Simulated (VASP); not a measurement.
# Sn2Ir (Fm-3m) in VASP: notebook

Sn2Ir is run at these levels: LDA; tasks: single point.

All numbers are computed with VASP 6.6.1; they aren't measurements. Logs are shortened: lines on timing, memory, paths and dates and some standing lists are left out, and cuts for length are marked.

### 1 The cell of the first run

Symmetry: Fm-3m, No. 225, cubic system. The conventional cell has a = 6.031 Å, b = 6.031 Å, c = 6.031 Å, α = 90.00°, β = 90.00°, γ = 90.00°. Within 3.4 Å of Sn (site symmetry -43m) lie 4 Ir at 2.61 Å and 6 Sn at 3.02 Å. Ir (site symmetry m-3m) has 8 Sn at 2.61 Å within 3.4 Å.

### 2 Single point, LDA

INCAR reads:

```
SYSTEM = Sn2Ir
PREC = Accurate ; ENCUT = 520
EDIFF = 1E-6 ; ISMEAR = -1
SIGMA = 0.05 ; LREAL = .FALSE.
LASPH = .TRUE. ; NELM = 80
ALGO = Normal ; ISIF = 2
LWAVE = .FALSE. ; LCHARG = .FALSE.
NBANDS = 26
```

KPOINTS reads:

```
Automatic mesh
0
G
  10 10 10
  0 0 0
```

POSCAR reads:

```
Sn2Ir
1.0
    0.0000000000      3.0156519878      3.0156519878
    3.0156519878      0.0000000000      3.0156519878
    3.0156519878      3.0156519878      0.0000000000
Sn Ir
2 1
Direct
    0.7500000000      0.7500000000      0.7500000000
    0.2500000000      0.2500000000      0.2500000000
    0.0000000000      0.0000000000      0.0000000000
```

Potentials or basis: VASP PAW LDA potentials, release 64 (Sn_d, Ir).

Launch:

```
$ cat potpaw_LDA.64/Sn_d/POTCAR potpaw_LDA.64/Ir/POTCAR > POTCAR
$ mpirun -np 1 vasp_std > vasp.out
```

OUTCAR:

```text
SYSTEM = Sn2Ir
   PREC = Accurate
   ENCUT = 520
   EDIFF = 1E-6
   ISMEAR = -1
   LREAL = .FALSE.
   LASPH = .TRUE.
   NELM = 80
   ISIF = 2

 ion  position               nearest neighbor table
   1  0.750  0.750  0.750-   3 2.61   3 2.61   3 2.61   3 2.61   2 3.02   2 3.02   2 3.02   2 3.02
                             2 3.02   2 3.02
   2  0.250  0.250  0.250-   3 2.61   3 2.61   3 2.61   3 2.61   1 3.02   1 3.02   1 3.02   1 3.02
                             1 3.02   1 3.02
   3  0.000  0.000  0.000-   1 2.61   1 2.61   1 2.61   1 2.61   2 2.61   2 2.61   2 2.61   2 2.61

  LATTYP: Found a face centered cubic cell.
 ALAT       =     6.0313039756

  Lattice vectors:

 A1 = (   0.0000000000,   3.0156519878,   3.0156519878)
 A2 = (   3.0156519878,   0.0000000000,   3.0156519878)
 A3 = (   3.0156519878,   3.0156519878,   0.0000000000)

Analysis of symmetry for initial positions (statically):
=====================================================================
 Subroutine PRICEL returns:
 Original cell was already a primitive cell.

 Routine SETGRP: Setting up the symmetry group for a
 face centered cubic supercell.

 Subroutine GETGRP returns: Found 48 space group operations
 (whereof 48 operations were pure point group operations)
 out of a pool of 48 trial point group operations.

The static configuration has the point symmetry O_h .

Analysis of symmetry for dynamics (positions and initial velocities):
=====================================================================
 Subroutine PRICEL returns:
 Original cell was already a primitive cell.

 Routine SETGRP: Setting up the symmetry group for a
 face centered cubic supercell.

 Subroutine GETGRP returns: Found 48 space group operations
 (whereof 48 operations were pure point group operations)
 out of a pool of 48 trial point group operations.

The dynamic configuration has the point symmetry O_h .

 Subroutine INISYM returns: Found 48 space group operations
 (whereof 48 operations are pure point group operations),
 and found     1 'primitive' translations

----------------------------------------------------------------------------------------

                                     Primitive cell

  volume of cell :      54.8496

  direct lattice vectors                    reciprocal lattice vectors
     0.000000000  3.015651988  3.015651988    -0.165801625  0.165801625  0.165801625
     3.015651988  0.000000000  3.015651988     0.165801625 -0.165801625  0.165801625
     3.015651988  3.015651988  0.000000000     0.165801625  0.165801625 -0.165801625

  length of vectors
     4.264775941  4.264775941  4.264775941     0.287176838  0.287176838  0.287176838

  position of ions in fractional coordinates (direct lattice)
     0.750000000  0.750000000  0.750000000
     0.250000000  0.250000000  0.250000000
     0.000000000  0.000000000  0.000000000

  ion indices of the primitive-cell ions
   primitive index   ion index
                 1           1
                 2           2
                 3           3

----------------------------------------------------------------------------------------

 KPOINTS: Automatic mesh

Automatic generation of k-mesh.
 Grid dimensions read from file:
 generate k-points for:   10   10   10

 Generating k-lattice:

  Cartesian coordinates                     Fractional coordinates (reciprocal lattice)
    -0.016580162  0.016580162  0.016580162     0.100000000  0.000000000  0.000000000
     0.016580162 -0.016580162  0.016580162     0.000000000  0.100000000  0.000000000
     0.016580162  0.016580162 -0.016580162     0.000000000  0.000000000  0.100000000

  Length of vectors
     0.028717684  0.028717684  0.028717684

  Shift w.r.t. Gamma in fractional coordinates (k-lattice)
     0.000000000  0.000000000  0.000000000

 Subroutine IBZKPT returns following result:
 ===========================================

 Found     47 irreducible k-points:

 Following reciprocal coordinates:
            Coordinates               Weight
  0.000000  0.000000  0.000000      1.000000
  0.100000  0.000000  0.000000      8.000000
  0.200000  0.000000  0.000000      8.000000
  0.300000  0.000000  0.000000      8.000000
  0.400000  0.000000  0.000000      8.000000
  0.500000  0.000000  0.000000      4.000000
[... 16 lines left out ...]
  0.300000  0.300000  0.000000      6.000000
  0.400000  0.300000  0.000000     24.000000
 [... further k-points ...]
   k-points           NKPTS =     47   k-points in BZ     NKDIM =     47   number of bands    NBANDS=     26
   number of dos      NEDOS =    301   number of ions     NIONS =      3
   total plane-waves  NPLWV =  32768
   dimension x,y,z NGX =    32 NGY =   32 NGZ =   32
   dimension x,y,z NGXF=    64 NGYF=   64 NGZF=   64
   ions per type =               2   1
   NGX,Y,Z   is equivalent  to a cutoff of  12.47, 12.47, 12.47 a.u.
   NGXF,Y,Z  is equivalent  to a cutoff of  24.95, 24.95, 24.95 a.u.
 SYSTEM =  Sn2Ir
   PREC   = accura    normal or accurate (medium, high low for compatibility)
   ISTART =      0    job   : 0-new  1-cont  2-samecut
   ICHARG =      2    charge: 1-file 2-atom 10-const
   ISPIN  =      1    spin polarized calculation?
   LNONCOLLINEAR =      F non collinear calculations
   LSORBIT =      F    spin-orbit coupling
   LASPH  =      T    aspherical Exc in radial PAW
   ENCUT  =  520.0 eV  38.22 Ry    6.18 a.u.   7.93  7.93  7.93*2*pi/ulx,y,z
   NELM   =     80;   NELMIN=  2; NELMDL= -5     # of ELM steps
   EDIFF  = 0.1E-05   stopping-criterion for ELM
   LREAL  =      F    real-space projection
   EDIFFG = 0.1E-04   stopping-criterion for IOM
   NSW    =      0    number of steps for IOM
   IBRION =     -1    ionic relax: 0-MD 1-quasi-New 2-CG
   NFREE  =      0    steps in history (QN), initial steepest desc. (CG)
   ISIF   =      2    stress and relaxation
   ISYM   =      2    0-nonsym 1-usesym 2-fastsym
   POTIM  = 0.5000    time-step for ionic-motion
   TEBEG  =    0.0;   TEEND  =   0.0 temperature during run
   PSTRESS=    0.0 pullay stress
   NELECT =      37.0000    total number of electrons
   NUPDOWN=      -1.0000    fix difference up-down
   EMIN   =  10.00;   EMAX   =-10.00  energy-range for DOS
   EFERMI =   0.00;   METHOD = LEGACY
   ISMEAR =    -1;   SIGMA  =   0.05  broadening in eV -4-tet -1-fermi 0-gaus
   EFERMI_NEDOS =   21; number of points for ismear=-14 and -15
   IALGO  =     38    algorithm
   IMIX   =      4    mixing-type and parameters
     AMIX     =   0.40;   BMIX     =  1.00
     AMIX_MAG =   1.60;   BMIX_MAG =  1.00
  volume/ion in A,a.u.               =      18.28       123.38
  Fermi-wavevector in a.u.,A,eV,Ry     =   1.435768  2.713208 28.047444  2.061429
  Thomas-Fermi vector in A             =   2.555030
   LORBIT       =      0    0 simple, 1 ext, 2 COOP (PROOUT), +10 PAW based schemes
   GGA     = CA    functional components
   LHFCALC =     F    Hartree Fock is set to
   AEXX    =    0.0000 exact exchange contribution
   IVDW    =     0    specifies the selected vdW correction
   LEPSILON=     F    determine dielectric tensor
   LRPA    =     F    only Hartree local field effects (RPA)
 non-spin polarized calculation
  energy-cutoff  :      520.00
  volume of cell :       54.85
 maximum number of plane-waves:      1490
   NGX = 15   NGY = 15   NGZ = 15

 number of electron      37.0000007 magnetization

 Free energy of the ion-electron system (eV)
  ---------------------------------------------------
  ext. energy  EPLUGINS =         0.00000000
  ---------------------------------------------------
  free energy    TOTEN  =       -19.69350071 eV

  energy without entropy =      -19.68525628  energy(sigma->0) =      -19.68937849

 E-fermi :  11.0937     XC(G=0): -12.3834

 val. band max:       11.0238891817   @ k =   0.5000   0.2000   0.1000
 cond. band min:      11.1865835102   @ k =  -0.4000   0.1000   0.0000
 fundamental gap:      0.1626943285
 Fermi energy:        11.0936783387

 k-point     1 :       0.0000    0.0000    0.0000
  band No.  band energies     occupation
      1     -10.7287      2.00000
      2     -10.7287      2.00000
      3     -10.5389      2.00000
      4     -10.5389      2.00000
      5     -10.5389      2.00000
      6     -10.2813      2.00000
[... 18 lines left out ...]
     25      15.6950      0.00000
     26      15.6950      0.00000

 k-point     2 :       0.1000    0.0000    0.0000
  band No.  band energies     occupation
      1     -10.7128      2.00000
      2     -10.7128      2.00000
      3     -10.5391      2.00000
      4     -10.5326      2.00000
      5     -10.5326      2.00000
      6     -10.2872      2.00000
[... 18 lines left out ...]
     25      16.5810      0.00000
     26      16.6458      0.00000

 k-point     3 :       0.2000    0.0000    0.0000
  band No.  band energies     occupation
      1     -10.6669      2.00000
      2     -10.6669      2.00000
      3     -10.5348      2.00000
      4     -10.5144      2.00000
      5     -10.5144      2.00000
      6     -10.3045      2.00000
[... 18 lines left out ...]
     25      17.6388      0.00000
     26      17.6388      0.00000

 k-point     4 :       0.3000    0.0000    0.0000
  band No.  band energies     occupation
      1     -10.5955      2.00000
      2     -10.5955      2.00000
      3     -10.5170      2.00000
      4     -10.4860      2.00000
      5     -10.4860      2.00000
      6     -10.3318      2.00000
[... 18 lines left out ...]
     25      18.7889      0.00000
     26      18.7889      0.00000
[... 496 lines left out ...]
      1     -10.6453      2.00000
      2     -10.5323      2.00000
      3     -10.5149      2.00000
      4     -10.4893      2.00000
      5     -10.4501      2.00000
      6     -10.3717      2.00000
[... 18 lines left out ...]
     25      17.9393      0.00000
     26      21.4280      0.00000

 k-point    23 :       0.3000    0.3000    0.0000
  band No.  band energies     occupation
      1     -10.7012      2.00000
      2     -10.5898      2.00000
      3     -10.4715      2.00000
      4     -10.4598      2.00000
      5     -10.4598      2.00000
      6     -10.3661      2.00000
[... 18 lines left out ...]
     25      21.4351      0.00000
     26      21.4500      0.00000

 k-point    24 :       0.4000    0.3000    0.0000
  band No.  band energies     occupation
      1     -10.6816      2.00000
      2     -10.5909      2.00000
      3     -10.4394      2.00000
      4     -10.4382      2.00000
      5     -10.4323      2.00000
      6     -10.4096      2.00000
[... 18 lines left out ...]
     25      21.7506      0.00000
     26      21.8527      0.00000

 [... further k-points ...]

------------------------ aborting loop because EDIFF is reached ----------------------------------------

  FORCE on cell =-STRESS in cart. coord.  units (eV):
  Direction    XX          YY          ZZ          XY          YZ          ZX
  --------------------------------------------------------------------------------------
  -------------------------------------------------------------------------------------
  Total        8.8565734      8.8565734      8.8565734     -0.0000000     -0.0000000      0.0000000
  in kB      258.7037035    258.7037035    258.7037035     -0.0000000     -0.0000000      0.0000000
  external PRESSURE =     258.7037035 kB  Pullay stress =       0.0000000 kB

 VOLUME and BASIS-vectors are now :
 -----------------------------------------------------------------------------
  energy-cutoff  :      520.00
  volume of cell :       54.85
      direct lattice vectors                 reciprocal lattice vectors
     0.000000000  3.015651988  3.015651988    -0.165801625  0.165801625  0.165801625
     3.015651988  0.000000000  3.015651988     0.165801625 -0.165801625  0.165801625
     3.015651988  3.015651988  0.000000000     0.165801625  0.165801625 -0.165801625

 POSITION                                       TOTAL-FORCE (eV/Angst)
 -----------------------------------------------------------------------------------
      4.52348      4.52348      4.52348        -0.000000     -0.000000     -0.000000
      1.50783      1.50783      1.50783         0.000000      0.000000      0.000000
      0.00000      0.00000      0.00000        -0.000000     -0.000000      0.000000
 -----------------------------------------------------------------------------------
    total drift:                               -0.000000     -0.000000      0.000000

  FREE ENERGIE OF THE ION-ELECTRON SYSTEM (eV)
  ---------------------------------------------------
  free  energy   TOTEN  =       -19.6935007081 eV

  energy  without entropy=      -19.6852562756  energy(sigma->0) =      -19.68937849
```

It took 1.7 min on 1 thread of AMD EPYC 7R43 (Zen 3), shared host; peak memory 0.16 GiB.

Results:

| Item | Value |
| --- | --- |
| Free energy | -19.6935 eV |
| Pressure | 25.9 GPa |

Levels at points of the mesh, in eV from the Fermi level:
```
           k point  band 15  band 16  band 17  band 18  band 19  band 20  band 21  band 22  band 23  band 24
(0.00, 0.00, 0.00)    -2.70    -2.70    -1.57     4.06     4.06     4.06     4.52     4.52     4.52     4.60
(0.50, 0.00, 0.00)    -3.39    -2.63    -2.63    -0.16    -0.16     1.34     3.62     4.73     4.73     9.42
(0.50, 0.50, 0.00)    -3.56    -3.08    -3.08    -2.61    -2.59     1.92     3.52     9.28     9.28     9.59
```

Caveat: spin-orbit coupling is left out, which moves the levels of the heavy elements.

### 3 Single point, LDA

INCAR reads:

```
ALGO = Normal
EDIFF = 1E-6
ENCUT = 520
GGA = CA
ISIF = 2
ISMEAR = -1
LASPH = True
LCHARG = True
LELF = True
LREAL = False
LVHAR = True
LWAVE = False
NBANDS = 26
NELM = 100
PREC = Accurate
SIGMA = 0.05
```

KPOINTS reads:

```
k-points
0
Gamma
  10 10 10
```

POSCAR is that of step 2.

Potentials or basis: VASP PAW LDA potentials, release 64 (Sn_d, Ir).

Launch:

```
$ cat potpaw_LDA.64/Sn_d/POTCAR potpaw_LDA.64/Ir/POTCAR > POTCAR
$ mpirun -np 1 vasp_std > vasp.out
```

It took 98 s on 1 thread of AMD EPYC 7R43 (Zen 3), shared host; peak memory 0.15 GiB.

It converged, with:

```
Free energy : -19.6935 eV
Pressure    : 25.9 GPa
```

Levels at points of the mesh, in eV from the Fermi level:
```csv
k point,band 17,band 18,band 19,band 20,band 21,band 22
"(0.00, 0.00, 0.00)",-1.57,4.06,4.06,4.06,4.52,4.52
"(0.50, 0.00, 0.00)",-2.63,-0.16,-0.16,1.34,3.62,4.73
"(0.50, 0.50, 0.00)",-3.08,-2.61,-2.59,1.92,3.52,9.28
```

Caveat: spin-orbit coupling is left out, which moves the levels of the heavy elements.

### 4 Single point, LDA

INCAR reads:

```
SYSTEM = Sn2Ir
ALGO     = Normal         ! electronic algorithm
EDIFF    = 1E-6           ! SCF threshold, eV
ENCUT    = 520            ! plane-wave cutoff, eV
GGA      = CA             ! functional
ISIF     = 2              ! what is computed and relaxed
ISMEAR   = -1             ! smearing method
LASPH    = .True.         ! aspherical terms in the spheres
LCHARG   = .False.        ! write CHGCAR
LREAL    = .False.        ! projectors in reciprocal space
LWAVE    = .False.        ! write WAVECAR
NBANDS   = 26             ! bands
NELM     = 100            ! most SCF steps
PREC     = Accurate       ! precision mode
SIGMA    = 0.05           ! smearing width, eV
```

KPOINTS reads:

```
k-points
0
Gamma
  10 10 10
  0 0 0
```

POSCAR is that of step 3.

Launch:

```
$ cat potpaw_LDA.64/Sn_d/POTCAR potpaw_LDA.64/Ir/POTCAR > POTCAR
$ mpirun -np 1 vasp_std > vasp.out
```

Wall time 1.7 min (1 thread of AMD EPYC 7R43 (Zen 3), shared host); peak memory 0.15 GiB.

It converged, with:

```yaml
Free_energy: -19.6935 eV
Pressure: 25.9 GPa
```

Levels at points of the mesh, in eV from the Fermi level:
```csv
k point,band 15,band 16,band 17,band 18,band 19,band 20,band 21,band 22,band 23,band 24
"(0.00, 0.00, 0.00)",-2.70,-2.70,-1.57,4.06,4.06,4.06,4.52,4.52,4.52,4.60
"(0.50, 0.00, 0.00)",-3.39,-2.63,-2.63,-0.16,-0.16,1.34,3.62,4.73,4.73,9.42
"(0.50, 0.50, 0.00)",-3.56,-3.08,-3.08,-2.61,-2.59,1.92,3.52,9.28,9.28,9.59
```

Caveat: spin-orbit coupling is left out, which moves the levels of the heavy elements.

(Continued in part 2 of 2.)
